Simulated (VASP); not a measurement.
# Ir (Fm-3m) in VASP: a series of runs

The runs below take Ir through single point, with PBE.

Program: VASP 6.6.1. These are calculated values, not measurements. Logs are shortened: lines on timing, memory, paths and dates and some standing lists are left out, and cuts for length are marked.

## 1. The cell of the first run

The structure is cubic, space group Fm-3m (No. 225). Conventional cell: a = 3.870 Å, b = 3.870 Å, c = 3.870 Å, α = 90.00°, β = 90.00°, γ = 90.00°. Within 3.6 Å of Ir (site symmetry m-3m) lie 12 Ir at 2.74 Å.

## 2. Single point, PBE

INCAR

```
PREC = Accurate
ENCUT = 520
EDIFF = 1E-6
ISMEAR = 0
SIGMA = 0.15
LREAL = F
LASPH = T
NELM = 80
ALGO = Normal
ISIF = 2
LWAVE = F
LCHARG = F
GGA = PE
NBANDS = 10
```

KPOINTS

```
Automatic mesh
0
Gamma
  22 22 22
```

POSCAR

```
Ir
1.0
    0.0000000000      1.9351816027      1.9351816027
    1.9351816027      0.0000000000      1.9351816027
    1.9351816027      1.9351816027      0.0000000000
Ir
1
Direct
    0.0000000000      0.0000000000      0.0000000000
```

Potentials or basis: VASP PAW PBE potentials, release 64 (Ir).

Run with:

```sh
cat potpaw_PBE.64/Ir/POTCAR > POTCAR
mpirun -np 1 vasp_std > vasp.out
```

OUTCAR:

```text
PREC = Accurate
   ENCUT = 520
   EDIFF = 1E-6
   ISMEAR = 0
   LREAL = F
   LASPH = T
   NELM = 80
   ISIF = 2
   GGA = PE

 ion  position               nearest neighbor table
   1  0.000  0.000  0.000-

  LATTYP: Found a face centered cubic cell.
 ALAT       =     3.8703632054

  Lattice vectors:

 A1 = (   0.0000000000,   1.9351816027,   1.9351816027)
 A2 = (   1.9351816027,   0.0000000000,   1.9351816027)
 A3 = (   1.9351816027,   1.9351816027,   0.0000000000)

Analysis of symmetry for initial positions (statically):
=====================================================================
 Subroutine PRICEL returns:
 Original cell was already a primitive cell.

 Routine SETGRP: Setting up the symmetry group for a
 face centered cubic supercell.

 Subroutine GETGRP returns: Found 48 space group operations
 (whereof 48 operations were pure point group operations)
 out of a pool of 48 trial point group operations.

The static configuration has the point symmetry O_h .

Analysis of symmetry for dynamics (positions and initial velocities):
=====================================================================
 Subroutine PRICEL returns:
 Original cell was already a primitive cell.

 Routine SETGRP: Setting up the symmetry group for a
 face centered cubic supercell.

 Subroutine GETGRP returns: Found 48 space group operations
 (whereof 48 operations were pure point group operations)
 out of a pool of 48 trial point group operations.

The dynamic configuration has the point symmetry O_h .

 Subroutine INISYM returns: Found 48 space group operations
 (whereof 48 operations are pure point group operations),
 and found     1 'primitive' translations

----------------------------------------------------------------------------------------

                                     Primitive cell

  volume of cell :      14.4942

  direct lattice vectors                    reciprocal lattice vectors
     0.000000000  1.935181603  1.935181603    -0.258373684  0.258373684  0.258373684
     1.935181603  0.000000000  1.935181603     0.258373684 -0.258373684  0.258373684
     1.935181603  1.935181603  0.000000000     0.258373684  0.258373684 -0.258373684

  length of vectors
     2.736760068  2.736760068  2.736760068     0.447516348  0.447516348  0.447516348

  position of ions in fractional coordinates (direct lattice)
     0.000000000  0.000000000  0.000000000

  ion indices of the primitive-cell ions
   primitive index   ion index
                 1           1

[... 70 lines left out ...]
   NELM   =     80;   NELMIN=  2; NELMDL= -5     # of ELM steps
   EDIFF  = 0.1E-05   stopping-criterion for ELM
   LREAL  =      F    real-space projection
   EDIFFG = 0.1E-04   stopping-criterion for IOM
   NSW    =      0    number of steps for IOM
   IBRION =     -1    ionic relax: 0-MD 1-quasi-New 2-CG
   NFREE  =      0    steps in history (QN), initial steepest desc. (CG)
   ISIF   =      2    stress and relaxation
   ISYM   =      2    0-nonsym 1-usesym 2-fastsym
   POTIM  = 0.5000    time-step for ionic-motion
   TEBEG  =    0.0;   TEEND  =   0.0 temperature during run
   PSTRESS=    0.0 pullay stress
   NELECT =       9.0000    total number of electrons
   NUPDOWN=      -1.0000    fix difference up-down
   EMIN   =  10.00;   EMAX   =-10.00  energy-range for DOS
   EFERMI =   0.00;   METHOD = LEGACY
   ISMEAR =     0;   SIGMA  =   0.15  broadening in eV -4-tet -1-fermi 0-gaus
   EFERMI_NEDOS =   21; number of points for ismear=-14 and -15
   IALGO  =     38    algorithm
   IMIX   =      4    mixing-type and parameters
     AMIX     =   0.40;   BMIX     =  1.00
     AMIX_MAG =   1.60;   BMIX_MAG =  1.00
  volume/ion in A,a.u.               =      14.49        97.81
  Fermi-wavevector in a.u.,A,eV,Ry     =   1.396660  2.639304 26.540319  1.950658
  Thomas-Fermi vector in A             =   2.519992
   LORBIT       =      0    0 simple, 1 ext, 2 COOP (PROOUT), +10 PAW based schemes
   GGA     = PE    functional components
   LHFCALC =     F    Hartree Fock is set to
   AEXX    =    0.0000 exact exchange contribution
   IVDW    =     0    specifies the selected vdW correction
   LEPSILON=     F    determine dielectric tensor
   LRPA    =     F    only Hartree local field effects (RPA)
 non-spin polarized calculation
 Gauss-broadening in eV      SIGMA  =   0.15
  energy-cutoff  :      520.00
  volume of cell :       14.49
 maximum number of plane-waves:       398
   NGX = 11   NGY = 11   NGZ = 11

 number of electron       9.0000000 magnetization

 Free energy of the ion-electron system (eV)
  ---------------------------------------------------
  ext. energy  EPLUGINS =         0.00000000
  ---------------------------------------------------
  free energy    TOTEN  =        -8.85246031 eV

  energy without entropy =       -8.83961586  energy(sigma->0) =       -8.84603808

 E-fermi :   9.9616     XC(G=0): -13.8442

 val. band max:        9.9507914452   @ k =  -0.1818   0.1364   0.0455
 cond. band min:       9.9684850756   @ k =   0.4545   0.3636   0.0000
 fundamental gap:      0.0176936304
 Fermi energy:         9.9615844438

 k-point     1 :       0.0000    0.0000    0.0000
  band No.  band energies     occupation
      1      -0.8696      2.00000
      2       6.2457      2.00000
      3       6.2457      2.00000
      4       6.2457      2.00000
      5       8.8318      2.00000
      6       8.8318      2.00000
      7      24.3618      0.00000
      8      29.8035      0.00000
      9      29.8035      0.00000
     10      29.8035      0.00000
[... 287 lines left out ...]
 k-point    24 :      -0.4545    0.0455    0.0000
  band No.  band energies     occupation
      1       2.2210      2.00000
      2       6.0955      2.00000
      3       6.2164      2.00000
      4       8.7709      2.00000
      5      10.7177      0.00000
      6      11.2816      0.00000
      7      17.1890      0.00000
      8      24.0975      0.00000
      9      29.3106      0.00000
     10      29.7642      0.00000

 [... further k-points ...]
[... 5 lines left out ...]
  --------------------------------------------------------------------------------------
  -------------------------------------------------------------------------------------
  Total        0.0636360      0.0636360      0.0636360      0.0000000      0.0000000      0.0000000
  in kB        7.0342611      7.0342611      7.0342611      0.0000000      0.0000000      0.0000000
  external PRESSURE =       7.0342611 kB  Pullay stress =       0.0000000 kB

 VOLUME and BASIS-vectors are now :
 -----------------------------------------------------------------------------
  energy-cutoff  :      520.00
  volume of cell :       14.49
      direct lattice vectors                 reciprocal lattice vectors
     0.000000000  1.935181603  1.935181603    -0.258373684  0.258373684  0.258373684
     1.935181603  0.000000000  1.935181603     0.258373684 -0.258373684  0.258373684
     1.935181603  1.935181603  0.000000000     0.258373684  0.258373684 -0.258373684

 POSITION                                       TOTAL-FORCE (eV/Angst)
 -----------------------------------------------------------------------------------
      0.00000      0.00000      0.00000         0.000000      0.000000      0.000000
 -----------------------------------------------------------------------------------
    total drift:                                0.000000      0.000000      0.000000

  FREE ENERGIE OF THE ION-ELECTRON SYSTEM (eV)
  ---------------------------------------------------
  free  energy   TOTEN  =        -8.8524603117 eV

  energy  without entropy=       -8.8396158560  energy(sigma->0) =       -8.84603808
```

OSZICAR:

```text
N       E                     dE             d eps       ncg     rms          rms(c)
DAV:   1     0.482689940899E+02    0.48269E+02   -0.43532E+03  6608   0.816E+02
DAV:   2    -0.849944529580E+01   -0.56768E+02   -0.53850E+02  6712   0.196E+02
DAV:   3    -0.941073604225E+01   -0.91129E+00   -0.90645E+00  7618   0.300E+01
DAV:   4    -0.941915552349E+01   -0.84195E-02   -0.84179E-02  7378   0.269E+00
DAV:   5    -0.941932867967E+01   -0.17316E-03   -0.17316E-03  7498   0.369E-01    0.143E+01
DAV:   6    -0.894204916992E+01    0.47728E+00   -0.86460E-01  7328   0.113E+01    0.576E+00
DAV:   7    -0.885842286600E+01    0.83626E-01   -0.26432E-01  7770   0.577E+00    0.149E+00
DAV:   8    -0.885589105653E+01    0.25318E-02   -0.20800E-03  7064   0.473E-01    0.111E+00
DAV:   9    -0.885245383883E+01    0.34372E-02   -0.22064E-03  7382   0.652E-01    0.170E-02
DAV:  10    -0.885245897435E+01   -0.51355E-05   -0.13029E-05  9026   0.341E-02    0.253E-02
DAV:  11    -0.885246032687E+01   -0.13525E-05   -0.10149E-06  5196   0.116E-02    0.117E-03
DAV:  12    -0.885246031169E+01    0.15171E-07   -0.32206E-08  3544   0.199E-03
   1 F= -.88524603E+01 E0= -.88460381E+01  d E =-.128445E-01
```

stdout:

```text
POSCAR found type information on POSCAR Ir
 POSCAR found :  1 types and       1 ions
 scaLAPACK will be used
 LDA part: xc-table for (Slater+PW92), standard interpolation
 POSCAR, INCAR and KPOINTS ok, starting setup
 FFT: planning ... GRIDC
 FFT: planning ... GRID_SOFT
 FFT: planning ... GRID
 WAVECAR not read
 entering main loop
```

It took 15 s on 1 thread of Intel Xeon 6975P-C (Granite Rapids), shared host; peak memory 0.17 GiB.

What came out:

```
Free energy : -8.8525 eV
Pressure    : 0.7 GPa
```

Levels at points of the mesh, in eV from the Fermi level:
| k point | band 1 | band 2 | band 3 | band 4 | band 5 | band 6 | band 7 | band 8 | band 9 |
| --- | --- | --- | --- | --- | --- | --- | --- | --- | --- |
| (0.00, 0.00, 0.00) | -10.83 | -3.72 | -3.72 | -3.72 | -1.13 | -1.13 | 14.40 | 19.84 | 19.84 |
| (0.50, 0.00, 0.00) | -7.82 | -3.81 | -3.81 | -0.67 | 0.88 | 0.88 | 7.05 | 13.94 | 19.61 |
| (0.50, 0.50, 0.00) | -7.61 | -7.05 | 0.85 | 1.44 | 1.44 | 1.73 | 10.21 | 11.62 | 11.62 |

Caveat: spin-orbit coupling is left out, which moves the levels of the heavy elements.

## 3. Single point, PBE

This run uses another cell than the first one, of 14.55 Å³/atom, 1.004 times its volume.

INCAR

```
SYSTEM = Ir
PREC     = Accurate       ! precision mode
ENCUT    = 500            ! plane-wave cutoff, eV
EDIFF    = 1E-6           ! SCF threshold, eV
ISMEAR   = 0              ! smearing method
SIGMA    = 0.1            ! smearing width, eV
LREAL    = .FALSE.        ! projectors in reciprocal space
LASPH    = .TRUE.         ! aspherical terms in the spheres
NELM     = 120            ! most SCF steps
ALGO     = Normal         ! electronic algorithm
ISIF     = 2              ! what is computed and relaxed
LWAVE    = .FALSE.        ! write WAVECAR
LCHARG   = .FALSE.        ! write CHGCAR
GGA      = PE             ! functional
NBANDS   = 10             ! bands
GGA_COMPAT= .FALSE.
```

KPOINTS

```
regular mesh
0
G
  8 8 8
  0 0 0
```

POSCAR

```
Ir
1.0
    0.0000000000      1.9377903887      1.9377903887
    1.9377903887      0.0000000000      1.9377903887
    1.9377903887      1.9377903887      0.0000000000
Ir
1
Direct
    0.0000000000      0.0000000000      0.0000000000
```

Potentials or basis: VASP PAW PBE potentials, release 64 (Ir).

Run with:

```sh
cat potpaw_PBE.64/Ir/POTCAR > POTCAR
mpirun -np 1 vasp_std > vasp.out
```

Run time: 3 s. Hardware: 1 thread of AMD EPYC 9R45 (Zen 5), shared host; peak memory 0.1 GiB.

Results (log left out):

```yaml
Free_energy: -8.7819 eV
Pressure: 0.5 GPa
```

Levels at points of the mesh, in eV from the Fermi level:
| k point | band 2 | band 3 | band 4 | band 5 | band 6 | band 7 |
| --- | --- | --- | --- | --- | --- | --- |
| (0.00, 0.00, 0.00) | -3.77 | -3.77 | -3.77 | -1.19 | -1.19 | 14.31 |
| (0.50, 0.00, 0.00) | -3.86 | -3.86 | -0.73 | 0.80 | 0.80 | 6.93 |
| (0.50, 0.50, 0.00) | -7.09 | 0.78 | 1.35 | 1.35 | 1.65 | 10.08 |

Caveat: spin-orbit coupling is left out, which moves the levels of the heavy elements.
